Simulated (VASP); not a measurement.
Here is a VASP 6.6.1 calculation.

Contents of POSCAR:

```
C
1.0
    2.4560000000      0.0000000000      0.0000000000
   -1.2280000000      2.1269583917      0.0000000000
    0.0000000000      0.0000000000      6.6960000000
C
4
Direct
    0.0000000000      0.0000000000      0.7500000000
    0.0000000000      0.0000000000      0.2500000000
    0.3333333333      0.6666666667      0.7500000000
    0.6666666667      0.3333333333      0.2500000000
```

File INCAR.step1:

```
SYSTEM = C
PREC = Accurate
ENCUT = 600
ISMEAR = 0
SIGMA = 0.1
LREAL = .FALSE.
LASPH = .TRUE.
NELM = 100
GGA = PE
ALGO = Normal
EDIFF = 1E-4
LWAVE = .TRUE.
LCHARG = .FALSE.
```

Contents of INCAR.step2:

```
SYSTEM = C
PREC = Accurate
ENCUT = 600
EDIFF = 1E-7
ISMEAR = 0
SIGMA = 0.1
LREAL = .FALSE.
LASPH = .TRUE.
NELM = 100
ALGO = Normal
ISIF = 3
LWAVE = .FALSE.
LCHARG = .FALSE.
METAGGA = R2SCAN
LMIXTAU = .TRUE.
IBRION = 2
NSW = 100
EDIFFG = -0.005
ISTART = 1
```

The input KPOINTS:

```
Automatic mesh
0
G
  21 21 6
  0 0 0
```

Potentials or basis: VASP PAW PBE potentials, release 64 (C).

Launch:

```console
$ cat potpaw_PBE.64/C/POTCAR > POTCAR
$ cp INCAR.step1 INCAR
$ mpirun -np 1 vasp_std > vasp.out
$ cp INCAR.step2 INCAR
$ mpirun -np 1 vasp_std > vasp.out
```

Task: Estimate the relaxed cell.

Result: a = 2.457 Å, b = 2.457 Å, c = 6.950 Å, α = 90.00°, β = 90.00°, γ = 120.00°.

Task: What does it give for the space group after relaxing (to 0.05 Å)?

Result: P6_3/mmc (No. 194).

The path:
```tsv
step	energy change (eV)	largest force (eV/Å)	pressure (GPa)	volume (Å³)
1	0.0000	0.0000	0.57	34.98
2	-0.0007	0.0000	-0.02	35.14
3	-0.0012	0.0000	-1.13	35.43
4	-0.0014	0.0000	-1.10	35.45
5	-0.0019	0.0000	-1.01	35.52
6	-0.0027	0.0000	-0.85	35.64
7	-0.0038	0.0000	-0.51	35.88
8	-0.0046	0.0000	0.18	36.36
9	-0.0046	0.0000	0.13	36.33
10	-0.0046	0.0000	0.10	36.31
11	-0.0046	0.0000	0.04	36.33
```

Caveat: the PAW data sets were made with another functional, which shifts forces and pressure a little. Zero-point motion and thermal expansion aren't in these numbers.
